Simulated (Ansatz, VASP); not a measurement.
Re: VASP beside Ansatz

INCAR

```
SYSTEM = Re
ALGO     = Normal         ! electronic algorithm
EDIFF    = 1E-7           ! SCF threshold, eV
EDIFFG   = -0.01          ! ionic threshold
ENCUT    = 600            ! plane-wave cutoff, eV
GGA      = PS             ! functional
IBRION   = 2              ! ionic algorithm
ISIF     = 3              ! what is computed and relaxed
ISMEAR   = -1             ! smearing method
LASPH    = .TRUE.         ! aspherical terms in the spheres
LCHARG   = .FALSE.        ! write CHGCAR
LREAL    = .FALSE.        ! projectors in reciprocal space
LWAVE    = .FALSE.        ! write WAVECAR
NELM     = 60             ! most SCF steps
NSW      = 60             ! ionic steps
PREC     = Accurate       ! precision mode
SIGMA    = 0.05           ! smearing width, eV
```

The input KPOINTS:

```
k-points
0
G
  11 11 3
  0 0 0
```

POSCAR

```
Re
1.0
    2.7663873939      0.0000000000      0.0000000000
   -1.3831936969      2.3957617598      0.0000000000
    0.0000000000      0.0000000000      8.9388451600
Re
4
Direct
    0.6666666667      0.3333333333      0.7500000000
    0.0000000000      0.0000000000      0.5000000000
    0.3333333333      0.6666666667      0.2500000000
    0.0000000000      0.0000000000      0.0000000000
```

Contents of input.yaml:

```yaml
crystal:
  lattice:
    - [2.7663873939, 0.0, 0.0]
    - [-1.3831936969, 2.3957617598, 0.0]
    - [0.0, 0.0, 8.93884516]
  atoms:
    - { symbol: Re, position: [0.6666666667, 0.3333333333, 0.75] }
    - { symbol: Re, position: [0.0, 0.0, 0.5] }
    - { symbol: Re, position: [0.3333333333, 0.6666666667, 0.25] }
    - { symbol: Re, position: [0.0, 0.0, 0.0] }
hamiltonian:
  xc: pbesol
  pseudopotentials: { kind: paw }
kpoints:
  mp_grid: { grid: [11, 11, 3] }
scf:
  occupations: { method: fermi_dirac, width: 0.05 }
output:
  forces: true
  stress: true
relax:
  f_tol: 0.01
  max_steps: 40
  cell: { stress_tol: 0.05 }
```

Alike in both runs: task relaxation of cell and atoms; functional PBEsol; k mesh 11 × 11 × 3; occupations fermi-dirac, width 0.05 eV; no spin polarisation.

```csv
,VASP,Ansatz
version,VASP 6.6.1,Ansatz 0.2.0
potentials or method,"VASP PAW PBE potentials, release 64 (Re)",Ansatz PAW
plane-wave cutoff (eV),600,420
valence electrons in the cell,28,60
```

VASP gave:

```
relaxed volume (Å³/atom)                                     : 14.55
relaxed cell length with the largest relative difference (Å) : 2.750
```

Task: Estimate Ansatz's values.

Result: Relaxed volume (Å³/atom): 14.55; relaxed cell length with the largest relative difference (Å): 2.749.

VASP's potentials were made for PBE, not for PBEsol. VASP's potentials hold 28 valence electrons a cell and Ansatz's 60, so a difference there can come from the potentials and not from the codes.

Spin-orbit coupling is off throughout. Noted on VASP's run: too few bands were computed for a metal, which touches its energy and stress. Noted on Ansatz's run: the plane-wave basis is chosen anew once the cell has moved, so the energies of steps on either side of that aren't comparable.
